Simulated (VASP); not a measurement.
# Zn (Im-3m) in VASP: density of states with PBEsol

Aim: the density of states of Zn with PBEsol.

Program: VASP 6.6.1. These are calculated values, not measurements. Logs are shortened: lines on timing, memory, paths and dates and some standing lists are left out, and cuts for length are marked.

## (1) The cell of the first run

It takes space group Im-3m (No. 229, cubic). Conventional cell: a = 3.061 Å, b = 3.061 Å, c = 3.061 Å, α = 90.00°, β = 90.00°, γ = 90.00°. Zn (site symmetry m-3m) has 14 Zn at 2.65 to 3.06 Å within 3.5 Å.

## (2) Density of states, PBEsol

File POSCAR:

```
Zn
1.0
   -1.5307457518      1.5307457518      1.5307457518
    1.5307457518     -1.5307457518      1.5307457518
    1.5307457518      1.5307457518     -1.5307457518
Zn
1
Direct
    0.0000000000      0.0000000000      0.0000000000
```

File INCAR.step1:

```
SYSTEM = Zn
PREC     = Accurate       ! precision mode
ENCUT    = 520            ! plane-wave cutoff, eV
EDIFF    = 1E-6           ! SCF threshold, eV
ISMEAR   = -1             ! smearing method
SIGMA    = 0.05           ! smearing width, eV
LREAL    = .FALSE.        ! projectors in reciprocal space
LASPH    = .TRUE.         ! aspherical terms in the spheres
NELM     = 60             ! most SCF steps
ALGO     = Normal         ! electronic algorithm
ISIF     = 2              ! what is computed and relaxed
LWAVE    = .FALSE.        ! write WAVECAR
LCHARG   = .TRUE.         ! write CHGCAR
GGA      = PS             ! functional
NBANDS   = 12             ! bands
```

File KPOINTS.step1:

```
regular mesh
0
G
  19 19 19
  0 0 0
```

File INCAR.step2:

```
SYSTEM = Zn
PREC     = Accurate       ! precision mode
ENCUT    = 520            ! plane-wave cutoff, eV
EDIFF    = 1E-6           ! SCF threshold, eV
ISMEAR   = -5             ! smearing method
SIGMA    = 0.05           ! smearing width, eV
LREAL    = .FALSE.        ! projectors in reciprocal space
LASPH    = .TRUE.         ! aspherical terms in the spheres
NELM     = 60             ! most SCF steps
ALGO     = Normal         ! electronic algorithm
ISIF     = 2              ! what is computed and relaxed
LWAVE    = .FALSE.        ! write WAVECAR
LCHARG   = .FALSE.        ! write CHGCAR
GGA      = PS             ! functional
LORBIT   = 11             ! projections on sites
NBANDS   = 12             ! bands
NEDOS    = 1001           ! points of the DOS
ICHARG   = 11             ! starting density
```

File KPOINTS.step2:

```
regular mesh
0
G
  29 29 29
  0 0 0
```

Potentials or basis: VASP PAW PBE potentials, release 64 (Zn).

Started as:

```bash
cat potpaw_PBE.64/Zn/POTCAR > POTCAR
cp INCAR.step1 INCAR
cp KPOINTS.step1 KPOINTS
mpirun -np 1 vasp_std > vasp.out
cp INCAR.step2 INCAR
cp KPOINTS.step2 KPOINTS
mpirun -np 1 vasp_std > vasp.out
```

OUTCAR:

```text
SYSTEM = Zn
   PREC = Accurate
   ENCUT = 520
   EDIFF = 1E-6
   ISMEAR = -5
   LREAL = .FALSE.
   LASPH = .TRUE.
   NELM = 60
   ISIF = 2
   GGA = PS
   LORBIT = 11
   ICHARG = 11

 ion  position               nearest neighbor table
   1  0.000  0.000  0.000-

  LATTYP: Found a body centered cubic cell.
 ALAT       =     3.0614915036

  Lattice vectors:

 A1 = (  -1.5307457518,   1.5307457518,   1.5307457518)
 A2 = (   1.5307457518,  -1.5307457518,   1.5307457518)
 A3 = (   1.5307457518,   1.5307457518,  -1.5307457518)

Analysis of symmetry for initial positions (statically):
=====================================================================
 Subroutine PRICEL returns:
 Original cell was already a primitive cell.

 Routine SETGRP: Setting up the symmetry group for a
 body centered cubic supercell.

 Subroutine GETGRP returns: Found 48 space group operations
 (whereof 48 operations were pure point group operations)
 out of a pool of 48 trial point group operations.

The static configuration has the point symmetry O_h .

Analysis of symmetry for dynamics (positions and initial velocities):
=====================================================================
 Subroutine PRICEL returns:
 Original cell was already a primitive cell.

 Routine SETGRP: Setting up the symmetry group for a
 body centered cubic supercell.

 Subroutine GETGRP returns: Found 48 space group operations
 (whereof 48 operations were pure point group operations)
 out of a pool of 48 trial point group operations.

The dynamic configuration has the point symmetry O_h .

 Subroutine INISYM returns: Found 48 space group operations
 (whereof 48 operations are pure point group operations),
 and found     1 'primitive' translations

----------------------------------------------------------------------------------------

                                     Primitive cell

  volume of cell :      14.3473

  direct lattice vectors                    reciprocal lattice vectors
    -1.530745752  1.530745752  1.530745752     0.000000000  0.326638176  0.326638176
     1.530745752 -1.530745752  1.530745752     0.326638176  0.000000000  0.326638176
     1.530745752  1.530745752 -1.530745752     0.326638176  0.326638176  0.000000000

  length of vectors
     2.651329416  2.651329416  2.651329416     0.461936138  0.461936138  0.461936138

  position of ions in fractional coordinates (direct lattice)
     0.000000000  0.000000000  0.000000000

  ion indices of the primitive-cell ions
   primitive index   ion index
                 1           1

----------------------------------------------------------------------------------------

 KPOINTS: regular mesh

Automatic generation of k-mesh.
 Grid dimensions read from file:
 generate k-points for:   29   29   29

 Generating k-lattice:

  Cartesian coordinates                     Fractional coordinates (reciprocal lattice)
     0.000000000  0.011263385  0.011263385     0.034482759  0.000000000  0.000000000
     0.011263385  0.000000000  0.011263385     0.000000000  0.034482759  0.000000000
     0.011263385  0.011263385  0.000000000     0.000000000  0.000000000  0.034482759

  Length of vectors
     0.015928832  0.015928832  0.015928832

  Shift w.r.t. Gamma in fractional coordinates (k-lattice)
     0.000000000  0.000000000  0.000000000

 TETIRR: Found  29434 inequivalent tetrahedra from   146334

 Subroutine IBZKPT returns following result:
 ===========================================

 Found    680 irreducible k-points:

 Following reciprocal coordinates:
            Coordinates               Weight
  0.000000  0.000000  0.000000      1.000000
  0.034483  0.000000  0.000000     12.000000
  0.068966  0.000000  0.000000     12.000000
  0.103448  0.000000  0.000000     12.000000
  0.137931  0.000000  0.000000     12.000000
  0.172414  0.000000  0.000000     12.000000
[... 16 lines left out ...]
  0.275862  0.034483  0.000000     48.000000
  0.310345  0.034483  0.000000     48.000000
 [... further k-points ...]
   k-points           NKPTS =    680   k-points in BZ     NKDIM =    680   number of bands    NBANDS=     12
   number of dos      NEDOS =   1001   number of ions     NIONS =      1
   total plane-waves  NPLWV =   8000
   dimension x,y,z NGX =    20 NGY =   20 NGZ =   20
   dimension x,y,z NGXF=    40 NGYF=   40 NGZF=   40
   ions per type =               1
   NGX,Y,Z   is equivalent  to a cutoff of  12.54, 12.54, 12.54 a.u.
   NGXF,Y,Z  is equivalent  to a cutoff of  25.08, 25.08, 25.08 a.u.
 SYSTEM =  Zn
   PREC   = accura    normal or accurate (medium, high low for compatibility)
   ISTART =      0    job   : 0-new  1-cont  2-samecut
   ICHARG =     11    charge: 1-file 2-atom 10-const
   ISPIN  =      1    spin polarized calculation?
   LNONCOLLINEAR =      F non collinear calculations
   LSORBIT =      F    spin-orbit coupling
   LASPH  =      T    aspherical Exc in radial PAW
   ENCUT  =  520.0 eV  38.22 Ry    6.18 a.u.   4.93  4.93  4.93*2*pi/ulx,y,z
   NELM   =     60;   NELMIN=  2; NELMDL=  0     # of ELM steps
   EDIFF  = 0.1E-05   stopping-criterion for ELM
   LREAL  =      F    real-space projection
   EDIFFG = 0.1E-04   stopping-criterion for IOM
   NSW    =      0    number of steps for IOM
   IBRION =     -1    ionic relax: 0-MD 1-quasi-New 2-CG
   NFREE  =      0    steps in history (QN), initial steepest desc. (CG)
   ISIF   =      2    stress and relaxation
   ISYM   =      2    0-nonsym 1-usesym 2-fastsym
   POTIM  = 0.5000    time-step for ionic-motion
   TEBEG  =    0.0;   TEEND  =   0.0 temperature during run
   PSTRESS=    0.0 pullay stress
   NELECT =      12.0000    total number of electrons
   NUPDOWN=      -1.0000    fix difference up-down
   EMIN   =  10.00;   EMAX   =-10.00  energy-range for DOS
   EFERMI =   0.00;   METHOD = LEGACY
   ISMEAR =    -5;   SIGMA  =   0.05  broadening in eV -4-tet -1-fermi 0-gaus
   EFERMI_NEDOS =   21; number of points for ismear=-14 and -15
   IALGO  =     38    algorithm
   IMIX   =      4    mixing-type and parameters
     AMIX     =   0.40;   BMIX     =  1.00
     AMIX_MAG =   1.60;   BMIX_MAG =  1.00
  volume/ion in A,a.u.               =      14.35        96.82
  Fermi-wavevector in a.u.,A,eV,Ry     =   1.542454  2.914815 32.370491  2.379164
  Thomas-Fermi vector in A             =   2.648256
   LORBIT       =     11    0 simple, 1 ext, 2 COOP (PROOUT), +10 PAW based schemes
   GGA     = PS    functional components
   LHFCALC =     F    Hartree Fock is set to
   AEXX    =    0.0000 exact exchange contribution
   IVDW    =     0    specifies the selected vdW correction
   LEPSILON=     F    determine dielectric tensor
   LRPA    =     F    only Hartree local field effects (RPA)
 non-spin polarized calculation
 Fermi weights with tetrahedron method with Bloechl corrections
  energy-cutoff  :      520.00
  volume of cell :       14.35
 maximum number of plane-waves:       399

 number of electron      11.9999988 magnetization

 Free energy of the ion-electron system (eV)
  ---------------------------------------------------
  ext. energy  EPLUGINS =         0.00000000
  ---------------------------------------------------
  free energy    TOTEN  =        -1.49261254 eV

  energy without entropy =       -1.49261254  energy(sigma->0) =       -1.49261254

 E-fermi :   3.5648     XC(G=0): -12.0232

 val. band max:        3.6399973705   @ k =  -0.3448  -0.3793   0.0690
 cond. band min:       3.4226864572   @ k =  -0.4138  -0.4138   0.0690
 fundamental gap:     -0.2173109133
 Fermi energy:         3.5647779156

 k-point     1 :       0.0000    0.0000    0.0000
  band No.  band energies     occupation
      1      -7.5027      2.00000
      2      -4.4733      2.00000
      3      -4.4733      2.00000
      4      -4.4733      2.00000
      5      -3.9074      2.00000
      6      -3.9074      2.00000
      7      23.6501      0.00000
      8      23.6501      0.00000
      9      23.6501      0.00000
     10      24.8430      0.00000
     11      24.8430      0.00000
     12      24.8431      0.00000

 k-point     2 :       0.0345    0.0000    0.0000
  band No.  band energies     occupation
      1      -7.4631      2.00000
      2      -4.4775      2.00000
      3      -4.4725      2.00000
      4      -4.4632      2.00000
      5      -3.9114      2.00000
      6      -3.9071      2.00000
      7      22.9440      0.00000
      8      23.2648      0.00000
      9      23.4331      0.00000
     10      24.3027      0.00000
     11      24.4920      0.00000
     12      24.7143      0.00000

 k-point     3 :       0.0690    0.0000    0.0000
  band No.  band energies     occupation
      1      -7.3447      2.00000
      2      -4.4897      2.00000
      3      -4.4700      2.00000
      4      -4.4332      2.00000
      5      -3.9228      2.00000
      6      -3.9063      2.00000
      7      21.2770      0.00000
      8      22.4506      0.00000
      9      22.8111      0.00000
     10      23.8330      0.00000
     11      23.8739      0.00000
     12      24.6837      0.00000

 k-point     4 :       0.1034    0.0000    0.0000
  band No.  band energies     occupation
      1      -7.1496      2.00000
      2      -4.5093      2.00000
      3      -4.4656      2.00000
      4      -4.3844      2.00000
      5      -3.9392      2.00000
      6      -3.9050      2.00000
      7      19.4353      0.00000
      8      21.5335      0.00000
      9      22.0128      0.00000
     10      23.1499      0.00000
     11      23.4793      0.00000
     12      24.8465      0.00000

 k-point     5 :       0.1379    0.0000    0.0000
  band No.  band energies     occupation
      1      -6.8821      2.00000
      2      -4.5355      2.00000
      3      -4.4574      2.00000
      4      -4.3186      2.00000
      5      -3.9573      2.00000
      6      -3.9030      2.00000
      7      17.5920      0.00000
      8      20.6195      0.00000
      9      21.1954      0.00000
     10      22.5069      0.00000
     11      23.0871      0.00000
     12      25.1372      0.00000
[... 228 lines left out ...]
      1      -5.9550      2.00000
      2      -4.6187      2.00000
      3      -4.3742      2.00000
      4      -4.0712      2.00000
      5      -3.9912      2.00000
      6      -3.8890      2.00000
      7      13.1963      0.00000
      8      18.0699      0.00000
      9      18.9953      0.00000
     10      21.6214      0.00000
     11      22.6341      0.00000
     12      26.0456      0.00000

 k-point    22 :       0.2414    0.0345    0.0000
  band No.  band energies     occupation
      1      -5.6029      2.00000
      2      -4.6563      2.00000
      3      -4.2273      2.00000
      4      -3.9923      2.00000
      5      -3.9497      2.00000
      6      -3.8743      2.00000
      7      11.5283      0.00000
      8      17.3998      0.00000
      9      18.3789      0.00000
     10      21.1809      0.00000
     11      22.3293      0.00000
     12      26.6317      0.00000

 k-point    23 :       0.2759    0.0345    0.0000
  band No.  band energies     occupation
      1      -5.3630      2.00000
      2      -4.6933      2.00000
      3      -4.0049      2.00000
      4      -3.9863      2.00000
      5      -3.8851      2.00000
      6      -3.6928      2.00000
      7       9.9245      0.00000
      8      16.7991      0.00000
      9      17.8385      0.00000
     10      20.7990      0.00000
     11      22.0709      0.00000
     12      27.2944      0.00000

 k-point    24 :       0.3103    0.0345    0.0000
  band No.  band energies     occupation
      1      -5.2509      2.00000
      2      -4.7280      2.00000
      3      -3.9776      2.00000
      4      -3.8973      2.00000
      5      -3.8261      2.00000
      6      -3.1907      2.00000
      7       8.3893      0.00000
      8      16.2752      0.00000
      9      17.3770      0.00000
     10      20.4771      0.00000
     11      21.8580      0.00000
     12      28.0273      0.00000

 [... further k-points ...]
[... 5 lines left out ...]
  --------------------------------------------------------------------------------------
  -------------------------------------------------------------------------------------
  Total       -0.1346989     -0.1346989     -0.1346989     -0.0000000     -0.0000000     -0.0000000
  in kB      -15.0420006    -15.0420006    -15.0420006     -0.0000000     -0.0000000     -0.0000000
  external PRESSURE =     -15.0420006 kB  Pullay stress =       0.0000000 kB

 VOLUME and BASIS-vectors are now :
 -----------------------------------------------------------------------------
  energy-cutoff  :      520.00
  volume of cell :       14.35
      direct lattice vectors                 reciprocal lattice vectors
    -1.530745752  1.530745752  1.530745752     0.000000000  0.326638176  0.326638176
     1.530745752 -1.530745752  1.530745752     0.326638176  0.000000000  0.326638176
     1.530745752  1.530745752 -1.530745752     0.326638176  0.326638176  0.000000000

 POSITION                                       TOTAL-FORCE (eV/Angst)
 -----------------------------------------------------------------------------------
      0.00000      0.00000      0.00000         0.000000      0.000000      0.000000
 -----------------------------------------------------------------------------------
    total drift:                                0.000000     -0.000000      0.000000

  FREE ENERGIE OF THE ION-ELECTRON SYSTEM (eV)
  ---------------------------------------------------
  free  energy   TOTEN  =        -1.4926125420 eV

  energy  without entropy=       -1.4926125420  energy(sigma->0) =       -1.49261254

 total charge

# of ion       s       p       d       tot
------------------------------------------
    1        0.605   0.464   9.730  10.799
```

It took 57 s on 1 thread of Intel Xeon Platinum 8488C (Sapphire Rapids), shared host; peak memory 0.27 GiB.

What came out:

```yaml
Valence_electrons_inside_the_program's_atomic_spheres: Zn 10.80
```

Caveat: the PAW data sets were made with another functional, which shifts forces and pressure a little; tetrahedron occupations give inexact forces and stress in metals.
